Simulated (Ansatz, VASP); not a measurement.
**One calculation of ZnS, two programs**

The input INCAR:

```
SYSTEM = ZnS
ALGO     = Normal         ! electronic algorithm
EDIFF    = 1E-6           ! SCF threshold, eV
ENCUT    = 500            ! plane-wave cutoff, eV
GGA      = PS             ! functional
GGA_COMPAT= .FALSE.      
ISIF     = 2              ! what is computed and relaxed
ISMEAR   = 0              ! smearing method
LASPH    = .TRUE.         ! aspherical terms in the spheres
LCHARG   = .TRUE.         ! write CHGCAR
LELF     = .TRUE.         ! ELF
LREAL    = .FALSE.        ! projectors in reciprocal space
LVHAR    = .TRUE.       
LWAVE    = .FALSE.        ! write WAVECAR
NBANDS   = 26             ! bands
NELM     = 120            ! most SCF steps
PREC     = Accurate       ! precision mode
SIGMA    = 0.05           ! smearing width, eV
```

KPOINTS

```
k-points
0
G
  9 9 6
  0 0 0
```

File POSCAR:

```
ZnS
1.0
    3.6918262054      0.0000000000      0.0000000000
   -1.8459131027      3.1972152802      0.0000000000
    0.0000000000      0.0000000000      6.6429643440
Zn S
2 2
Direct
    0.3333333333      0.6666666667      0.0000000000
    0.6666666667      0.3333333333      0.5000000000
    0.3333333333      0.6666666667      0.3850000000
    0.6666666667      0.3333333333      0.8850000000
```

Input for Ansatz:

```yaml
crystal:
  lattice:
    - [3.6918262054, 0.0, 0.0]
    - [-1.8459131027, 3.1972152802, 0.0]
    - [0.0, 0.0, 6.642964344]
  atoms:
    - { symbol: Zn, position: [0.3333333333, 0.6666666667, 0.0] }
    - { symbol: Zn, position: [0.6666666667, 0.3333333333, 0.5] }
    - { symbol: S, position: [0.3333333333, 0.6666666667, 0.385] }
    - { symbol: S, position: [0.6666666667, 0.3333333333, 0.885] }
basis:
  ecutwfc: 420
kpoints:
  mp_grid: { grid: [9, 9, 6] }
hamiltonian:
  xc: pbesol
scf:
  occupations: { method: gaussian, width: 0.05 }
output:
  forces: true
  stress: true
  eigenvalues: true
```

Alike in both runs: task single point; functional PBEsol; k mesh 9 × 9 × 6; occupations gaussian, width 0.05 eV; no spin polarisation.

|  | VASP | Ansatz |
| --- | --- | --- |
| version | VASP 6.6.1 | Ansatz 0.2.0 |
| potentials or method | VASP PAW PBE potentials, release 64 (Zn, S), cutoff 500 eV | scalar-relativistic, plane waves, PAW |
| valence electrons in the cell | 36 | 36 |

Ansatz gave:

```
gap on the k mesh at the Fermi level (eV)                     : 1.85
least direct gap on the mesh (eV)                             : 1.85
pressure (GPa)                                                : 0.6
traceless stress, the component that is largest in VASP (GPa) : -8.21
rms of the force components (eV/Å)                            : 0.330
```

Problem. Which values does VASP return?

Solution. gap on the k mesh at the Fermi level (eV): 1.85; least direct gap on the mesh (eV): 1.85; pressure (GPa): 0.8; traceless stress, the component that is largest in VASP (GPa): -8.25; rms of the force components (eV/Å): 0.335.

VASP's potentials were made for PBE, not for PBEsol. Atom by atom the forces differ by 0.005 eV/Å (rms over components). With one functional, cell and mesh, what is left measures potentials, basis and numerics.
